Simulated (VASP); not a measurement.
# KNa26Cl27 (a cell with a defect) in VASP: electric field gradients with PBE

Aim: the electric field gradients of KNa26Cl27 (a cell with a defect) with PBE.

Program: VASP 6.6.1. These are calculated values, not measurements. Logs are shortened: lines on timing, memory, paths and dates and some standing lists are left out, and cuts for length are marked.

## 1. The cell of the first run

The cell holds a defect, 54 atoms: a = 8.580 Å, b = 8.580 Å, c = 8.580 Å, α = 90.00°, β = 90.00°, γ = 90.00°.

## 2. Electric field gradients, PBE

Input file INCAR:

```
SYSTEM = KNa26Cl27
PREC = Accurate
ENCUT = 400
EDIFF = 1E-8
ISMEAR = 1
SIGMA = 0.05
LREAL = .False.
LASPH = .True.
NELM = 120
ALGO = Normal
ISIF = 2
LWAVE = .False.
LCHARG = .False.
GGA = PE
LEFG = .True.
NBANDS = 223
GGA_COMPAT = .False.
```

Input file KPOINTS:

```
Automatic mesh
0
Gamma
  2 2 2
  0 0 0
```

Input file POSCAR:

```
KNa26Cl27
1.0
    8.5800000000      0.0000000000      0.0000000000
    0.0000000000      8.5800000000      0.0000000000
    0.0000000000      0.0000000000      8.5800000000
K Na Cl
1 26 27
Direct
    0.0000000000      0.0000000000      0.0000000000
    0.0000000000      0.0000000000      0.3333333333
    0.0000000000      0.0000000000      0.6666666667
    0.0000000000      0.3333333333      0.0000000000
    0.0000000000      0.3333333333      0.3333333333
    0.0000000000      0.3333333333      0.6666666667
    0.0000000000      0.6666666667      0.0000000000
    0.0000000000      0.6666666667      0.3333333333
    0.0000000000      0.6666666667      0.6666666667
    0.3333333333      0.0000000000      0.0000000000
    0.3333333333      0.0000000000      0.3333333333
    0.3333333333      0.0000000000      0.6666666667
    0.3333333333      0.3333333333      0.0000000000
    0.3333333333      0.3333333333      0.3333333333
    0.3333333333      0.3333333333      0.6666666667
    0.3333333333      0.6666666667      0.0000000000
    0.3333333333      0.6666666667      0.3333333333
    0.3333333333      0.6666666667      0.6666666667
    0.6666666667      0.0000000000      0.0000000000
    0.6666666667      0.0000000000      0.3333333333
    0.6666666667      0.0000000000      0.6666666667
    0.6666666667      0.3333333333      0.0000000000
    0.6666666667      0.3333333333      0.3333333333
    0.6666666667      0.3333333333      0.6666666667
    0.6666666667      0.6666666667      0.0000000000
    0.6666666667      0.6666666667      0.3333333333
    0.6666666667      0.6666666667      0.6666666667
    0.1666666667      0.1666666667      0.1666666667
    0.1666666667      0.1666666667      0.5000000000
    0.1666666667      0.1666666667      0.8333333333
    0.1666666667      0.5000000000      0.1666666667
    0.1666666667      0.5000000000      0.5000000000
    0.1666666667      0.5000000000      0.8333333333
    0.1666666667      0.8333333333      0.1666666667
    0.1666666667      0.8333333333      0.5000000000
    0.1666666667      0.8333333333      0.8333333333
    0.5000000000      0.1666666667      0.1666666667
    0.5000000000      0.1666666667      0.5000000000
    0.5000000000      0.1666666667      0.8333333333
    0.5000000000      0.5000000000      0.1666666667
    0.5000000000      0.5000000000      0.5000000000
    0.5000000000      0.5000000000      0.8333333333
    0.5000000000      0.8333333333      0.1666666667
    0.5000000000      0.8333333333      0.5000000000
    0.5000000000      0.8333333333      0.8333333333
    0.8333333333      0.1666666667      0.1666666667
    0.8333333333      0.1666666667      0.5000000000
    0.8333333333      0.1666666667      0.8333333333
    0.8333333333      0.5000000000      0.1666666667
    0.8333333333      0.5000000000      0.5000000000
    0.8333333333      0.5000000000      0.8333333333
    0.8333333333      0.8333333333      0.1666666667
    0.8333333333      0.8333333333      0.5000000000
    0.8333333333      0.8333333333      0.8333333333
```

Potentials or basis: VASP PAW PBE potentials, release 64 (K_sv, Na_pv, Cl).

Run with:

```sh
$ cat potpaw_PBE.64/K_sv/POTCAR potpaw_PBE.64/Na_pv/POTCAR potpaw_PBE.64/Cl/POTCAR > POTCAR
$ mpirun -np 1 vasp_std > vasp.out
```

OUTCAR:

```text
SYSTEM = KNa26Cl27
   PREC = Accurate
   ENCUT = 400
   EDIFF = 1E-8
   ISMEAR = 1
   LREAL = .False.
   LASPH = .True.
   NELM = 120
   ISIF = 2
   GGA = PE

 ion  position               nearest neighbor table
   1  0.000  0.000  0.000-  28 2.48  30 2.48  34 2.48  36 2.48  46 2.48  48 2.48  52 2.48  54 2.48
                             4 2.86   7 2.86  10 2.86  19 2.86   2 2.86   3 2.86
   2  0.000  0.000  0.333-  28 2.48  34 2.48  46 2.48  52 2.48  29 2.48  47 2.48  35 2.48  53 2.48
                             1 2.86
   3  0.000  0.000  0.667-  30 2.48  36 2.48  48 2.48  54 2.48  47 2.48  35 2.48  53 2.48  29 2.48
                             1 2.86
   4  0.000  0.333  0.000-  28 2.48  30 2.48  46 2.48  48 2.48  31 2.48  33 2.48  49 2.48  51 2.48
                             1 2.86
   5  0.000  0.333  0.333-  28 2.48  46 2.48  31 2.48  29 2.48  47 2.48  49 2.48  32 2.48  50 2.48
[... 95 lines left out ...]
  53  0.833  0.833  0.500-  26 2.48  27 2.48  20 2.48  21 2.48   8 2.48   9 2.48   2 2.48   3 2.48

  54  0.833  0.833  0.833-  27 2.48  21 2.48  25 2.48   9 2.48   7 2.48   3 2.48  19 2.48   1 2.48

  LATTYP: Found a simple cubic cell.
 ALAT       =     8.5800000000

  Lattice vectors:

 A1 = (   8.5800000000,   0.0000000000,   0.0000000000)
 A2 = (   0.0000000000,   8.5800000000,   0.0000000000)
 A3 = (   0.0000000000,   0.0000000000,   8.5800000000)

Analysis of symmetry for initial positions (statically):
=====================================================================
 Subroutine PRICEL returns:
 Original cell was already a primitive cell.

 Routine SETGRP: Setting up the symmetry group for a
 simple cubic supercell.

 Subroutine GETGRP returns: Found 48 space group operations
 (whereof 48 operations were pure point group operations)
 out of a pool of 48 trial point group operations.

The static configuration has the point symmetry O_h .

Analysis of symmetry for dynamics (positions and initial velocities):
=====================================================================
 Subroutine PRICEL returns:
 Original cell was already a primitive cell.

 Routine SETGRP: Setting up the symmetry group for a
 simple cubic supercell.

 Subroutine GETGRP returns: Found 48 space group operations
 (whereof 48 operations were pure point group operations)
 out of a pool of 48 trial point group operations.

The dynamic configuration has the point symmetry O_h .

 Subroutine INISYM returns: Found 48 space group operations
 (whereof 48 operations are pure point group operations),
 and found     1 'primitive' translations

----------------------------------------------------------------------------------------

                                     Primitive cell

  volume of cell :     631.6287

  direct lattice vectors                    reciprocal lattice vectors
     8.580000000  0.000000000  0.000000000     0.116550117  0.000000000  0.000000000
     0.000000000  8.580000000  0.000000000     0.000000000  0.116550117  0.000000000
     0.000000000  0.000000000  8.580000000     0.000000000  0.000000000  0.116550117

  length of vectors
     8.580000000  8.580000000  8.580000000     0.116550117  0.116550117  0.116550117

  position of ions in fractional coordinates (direct lattice)
     0.000000000  0.000000000  0.000000000
     0.000000000  0.000000000  0.333333333
     0.000000000  0.000000000  0.666666667
     0.000000000  0.333333333  0.000000000
     0.000000000  0.333333333  0.333333333
     0.000000000  0.333333333  0.666666667
[... 46 lines left out ...]
     0.833333333  0.833333333  0.500000000
     0.833333333  0.833333333  0.833333333

  ion indices of the primitive-cell ions
   primitive index   ion index
                 1           1
                 2           2
                 3           3
                 4           4
[... 109 lines left out ...]
   POTIM  = 0.5000    time-step for ionic-motion
   TEBEG  =    0.0;   TEEND  =   0.0 temperature during run
   PSTRESS=    0.0 pullay stress
   NELECT =     380.0000    total number of electrons
   NUPDOWN=      -1.0000    fix difference up-down
   EMIN   =  10.00;   EMAX   =-10.00  energy-range for DOS
   EFERMI =   0.00;   METHOD = LEGACY
   ISMEAR =     1;   SIGMA  =   0.05  broadening in eV -4-tet -1-fermi 0-gaus
   EFERMI_NEDOS =   21; number of points for ismear=-14 and -15
   IALGO  =     38    algorithm
   IMIX   =      4    mixing-type and parameters
     AMIX     =   0.40;   BMIX     =  1.00
     AMIX_MAG =   1.60;   BMIX_MAG =  1.00
  volume/ion in A,a.u.               =      11.70        78.93
  Fermi-wavevector in a.u.,A,eV,Ry     =   1.382023  2.611646 25.986975  1.909989
  Thomas-Fermi vector in A             =   2.506753
   LORBIT       =      0    0 simple, 1 ext, 2 COOP (PROOUT), +10 PAW based schemes
   GGA     = PE    functional components
   LHFCALC =     F    Hartree Fock is set to
   AEXX    =    0.0000 exact exchange contribution
   IVDW    =     0    specifies the selected vdW correction
   LEPSILON=     F    determine dielectric tensor
   LRPA    =     F    only Hartree local field effects (RPA)
 non-spin polarized calculation
 Methfessel and Paxton  Order N= 1 SIGMA  =   0.05
  energy-cutoff  :      400.00
  volume of cell :      631.63
 maximum number of plane-waves:     11536
 NGX is ok and might be reduce to    56
   NGX = 27   NGY = 27   NGZ = 27

 number of electron     379.9999987 magnetization

 Free energy of the ion-electron system (eV)
  ---------------------------------------------------
  ext. energy  EPLUGINS =         0.00000000
  ---------------------------------------------------
  free energy    TOTEN  =      -109.71848534 eV

  energy without entropy =     -109.71957245  energy(sigma->0) =     -109.71884771

 E-fermi :   6.8608     XC(G=0): -11.4139

 val. band max:        6.8187243767   @ k =   0.5000   0.5000   0.0000
 cond. band min:      11.1761932037   @ k =   0.5000   0.5000   0.0000
 fundamental gap:      4.3574688269
 Fermi energy:         6.8608184876

 k-point     1 :       0.0000    0.0000    0.0000
  band No.  band energies     occupation
      1     -21.5548      2.00000
      2     -16.2058      2.00000
      3     -16.2058      2.00000
      4     -16.2044      2.00000
      5     -16.2044      2.00000
      6     -16.2044      2.00000
[... 809 lines left out ...]
    201      14.3871      0.00000
    202      15.3318      0.00000
 [bands above 202 left out]

------------------------ aborting loop because EDIFF is reached ----------------------------------------

  FORCE on cell =-STRESS in cart. coord.  units (eV):
  Direction    XX          YY          ZZ          XY          YZ          ZX
  --------------------------------------------------------------------------------------
  -------------------------------------------------------------------------------------
  Total      265.7191100    265.7191100    265.7191100      0.0000000      0.0000000     -0.0000000
  in kB      674.0180206    674.0180206    674.0180206      0.0000000      0.0000000     -0.0000000
  external PRESSURE =     674.0180206 kB  Pullay stress =       0.0000000 kB

 VOLUME and BASIS-vectors are now :
 -----------------------------------------------------------------------------
  energy-cutoff  :      400.00
  volume of cell :      631.63
      direct lattice vectors                 reciprocal lattice vectors
     8.580000000  0.000000000  0.000000000     0.116550117  0.000000000  0.000000000
     0.000000000  8.580000000  0.000000000     0.000000000  0.116550117  0.000000000
     0.000000000  0.000000000  8.580000000     0.000000000  0.000000000  0.116550117

 POSITION                                       TOTAL-FORCE (eV/Angst)
 -----------------------------------------------------------------------------------
      0.00000      0.00000      0.00000        -0.000000      0.000000     -0.000000
      0.00000      0.00000      2.86000        -0.000000      0.000000      0.120035
      0.00000      0.00000      5.72000        -0.000000      0.000000     -0.120035
      0.00000      2.86000      0.00000        -0.000000      0.120035     -0.000000
      0.00000      2.86000      2.86000        -0.000000     -0.005120     -0.005120
      0.00000      2.86000      5.72000        -0.000000     -0.005120      0.005120
[... 46 lines left out ...]
      7.15000      7.15000      4.29000         0.013835      0.013835     -0.000000
      7.15000      7.15000      7.15000        -0.830711     -0.830711     -0.830711
 -----------------------------------------------------------------------------------
    total drift:                                0.000000      0.000000     -0.000000

  FREE ENERGIE OF THE ION-ELECTRON SYSTEM (eV)
  ---------------------------------------------------
  free  energy   TOTEN  =      -109.7184853446 eV

  energy  without entropy=     -109.7195724518  energy(sigma->0) =     -109.71884771

 Electric field gradients (V/A^2)
---------------------------------------------------------------------
 ion       V_xx      V_yy      V_zz      V_xy      V_xz      V_yz
---------------------------------------------------------------------
   1      -0.000    -0.000     0.000    -0.000    -0.000     0.000
   2      -0.596    -0.596     1.193    -0.000    -0.000    -0.000
   3      -0.596    -0.596     1.193    -0.000    -0.000    -0.000
   4      -0.596     1.193    -0.596    -0.000    -0.000    -0.000
   5      -0.173     0.087     0.087    -0.000    -0.000     0.230
   6      -0.173     0.087     0.087    -0.000    -0.000    -0.230
[... 46 lines left out ...]
  53      -0.457    -0.457     0.915    -0.216     0.000    -0.000
  54       0.000    -0.000    -0.000    -9.919    -9.919    -9.919
---------------------------------------------------------------------

 Electric field gradients after diagonalization (V/A^2)
 (convention: |V_zz| > |V_xx| > |V_yy|)
----------------------------------------------------------------------
 ion       V_xx      V_yy      V_zz     asymmetry (V_yy - V_xx)/ V_zz
----------------------------------------------------------------------
   1      -0.000    -0.000     0.000       0.158
   2      -0.596    -0.596     1.193       0.000
   3      -0.596    -0.596     1.193       0.000
   4      -0.596    -0.596     1.193       0.000
   5      -0.173    -0.143     0.316       0.095
   6      -0.173    -0.143     0.316       0.095
[... 46 lines left out ...]
  53      -0.673    -0.242     0.915       0.472
  54       9.919     9.919   -19.839       0.000
----------------------------------------------------------------------

           NMR quadrupolar parameters

 Cq : quadrupolar parameter    Cq=e*Q*V_zz/h
 eta: asymmetry parameters     (V_yy - V_xx)/ V_zz
 Q  : nuclear electric quadrupole moment in mb (millibarn)
----------------------------------------------------------------------
 ion       Cq(MHz)       eta       Q (mb)
----------------------------------------------------------------------
   1       0.000       0.158       1.000
   2       0.003       0.000       1.000
   3       0.003       0.000       1.000
   4       0.003       0.000       1.000
   5       0.001       0.095       1.000
   6       0.001       0.095       1.000
[... 46 lines left out ...]
  53       0.002       0.472       1.000
  54      -0.048       0.000       1.000
----------------------------------------------------------------------
```

It took 27 min on 1 thread of Intel Xeon 8259CL, shared host; peak memory 0.61 GiB.

Results:

```
Free energy                             : -109.7185 eV
Pressure                                : 67.4 GPa
Largest force                           : 1.439 eV/Å
Band gap on the k mesh                  : 4.36 eV
Largest electric field gradient by atom : K -0.0; Na +1.2, +0.3, -0.8 (each value once); Cl -19.8, +0.9, -0.1, +0.0 (each value once) V/Å²
```

Forces on the atoms (eV/Å):
```
K    0.000  0.000  0.000
Na   0.000  0.000  0.120
Na   0.000  0.000 -0.120
Na   0.000  0.120  0.000
Na   0.000 -0.005 -0.005
Na   0.000 -0.005  0.005
Na   0.000 -0.120  0.000
Na   0.000  0.005 -0.005
Na   0.000  0.005  0.005
Na   0.120  0.000  0.000
Na  -0.005  0.000 -0.005
Na  -0.005  0.000  0.005
Na  -0.005 -0.005  0.000
Na   0.004  0.004  0.004
Na   0.004  0.004 -0.004
Na  -0.005  0.005  0.000
Na   0.004 -0.004  0.004
Na   0.004 -0.004 -0.004
Na  -0.120  0.000  0.000
Na   0.005  0.000 -0.005
Na   0.005  0.000  0.005
Na   0.005 -0.005  0.000
Na  -0.004  0.004  0.004
Na  -0.004  0.004 -0.004
Na   0.005  0.005  0.000
Na  -0.004 -0.004  0.004
Na  -0.004 -0.004 -0.004
Cl   0.831  0.831  0.831
Cl  -0.014 -0.014  0.000
Cl   0.831  0.831 -0.831
Cl  -0.014  0.000 -0.014
Cl  -0.001  0.000  0.000
Cl  -0.014  0.000  0.014
Cl   0.831 -0.831  0.831
Cl  -0.014  0.014  0.000
Cl   0.831 -0.831 -0.831
Cl   0.000 -0.014 -0.014
Cl   0.000 -0.001  0.000
Cl   0.000 -0.014  0.014
Cl   0.000  0.000 -0.001
Cl   0.000  0.000  0.000
Cl   0.000  0.000  0.001
Cl   0.000  0.014 -0.014
Cl   0.000  0.001  0.000
Cl   0.000  0.014  0.014
Cl  -0.831  0.831  0.831
Cl   0.014 -0.014  0.000
Cl  -0.831  0.831 -0.831
Cl   0.014  0.000 -0.014
Cl   0.001  0.000  0.000
Cl   0.014  0.000  0.014
Cl  -0.831 -0.831  0.831
Cl   0.014  0.014  0.000
Cl  -0.831 -0.831 -0.831
```

Electric field gradients, principal values (V/Å²):
| atom | least | middle | greatest (by size) |
| --- | --- | --- | --- |
| 1 K | 0.000 | 0.000 | 0.000 |
| 2 Na | -0.596 | -0.596 | 1.193 |
| 3 Na | -0.596 | -0.596 | 1.193 |
| 4 Na | -0.596 | -0.596 | 1.193 |
| 5 Na | -0.143 | -0.173 | 0.316 |
| 6 Na | -0.143 | -0.173 | 0.316 |
| 7 Na | -0.596 | -0.596 | 1.193 |
| 8 Na | -0.143 | -0.173 | 0.316 |
| 9 Na | -0.143 | -0.173 | 0.316 |
| 10 Na | -0.596 | -0.596 | 1.193 |
| 11 Na | -0.143 | -0.173 | 0.316 |
| 12 Na | -0.143 | -0.173 | 0.316 |
| 13 Na | -0.143 | -0.173 | 0.316 |
| 14 Na | 0.398 | 0.398 | -0.796 |
| 15 Na | 0.398 | 0.398 | -0.796 |
| 16 Na | -0.143 | -0.173 | 0.316 |
| 17 Na | 0.398 | 0.398 | -0.796 |
| 18 Na | 0.398 | 0.398 | -0.796 |
| 19 Na | -0.596 | -0.596 | 1.193 |
| 20 Na | -0.143 | -0.173 | 0.316 |
| 21 Na | -0.143 | -0.173 | 0.316 |
| 22 Na | -0.143 | -0.173 | 0.316 |
| 23 Na | 0.398 | 0.398 | -0.796 |
| 24 Na | 0.398 | 0.398 | -0.796 |
| 25 Na | -0.143 | -0.173 | 0.316 |
| 26 Na | 0.398 | 0.398 | -0.796 |
| 27 Na | 0.398 | 0.398 | -0.796 |
| 28 Cl | 9.919 | 9.919 | -19.839 |
| 29 Cl | -0.242 | -0.673 | 0.915 |
| 30 Cl | 9.919 | 9.919 | -19.839 |
| 31 Cl | -0.242 | -0.673 | 0.915 |
| 32 Cl | 0.025 | 0.025 | -0.050 |
| 33 Cl | -0.242 | -0.673 | 0.915 |
| 34 Cl | 9.919 | 9.919 | -19.839 |
| 35 Cl | -0.242 | -0.673 | 0.915 |
| 36 Cl | 9.919 | 9.919 | -19.839 |
| 37 Cl | -0.242 | -0.673 | 0.915 |
| 38 Cl | 0.025 | 0.025 | -0.050 |
| 39 Cl | -0.242 | -0.673 | 0.915 |
| 40 Cl | 0.025 | 0.025 | -0.050 |
| 41 Cl | 0.000 | 0.000 | 0.000 |
| 42 Cl | 0.025 | 0.025 | -0.050 |
| 43 Cl | -0.242 | -0.673 | 0.915 |
| 44 Cl | 0.025 | 0.025 | -0.050 |
| 45 Cl | -0.242 | -0.673 | 0.915 |
| 46 Cl | 9.919 | 9.919 | -19.839 |
| 47 Cl | -0.242 | -0.673 | 0.915 |
| 48 Cl | 9.919 | 9.919 | -19.839 |
| 49 Cl | -0.242 | -0.673 | 0.915 |
| 50 Cl | 0.025 | 0.025 | -0.050 |
| 51 Cl | -0.242 | -0.673 | 0.915 |
| 52 Cl | 9.919 | 9.919 | -19.839 |
| 53 Cl | -0.242 | -0.673 | 0.915 |
| 54 Cl | 9.919 | 9.919 | -19.839 |

Caveat: without QUAD_EFG the Cq values of the log hold for a quadrupole moment of 1 mb, not for the nuclei.
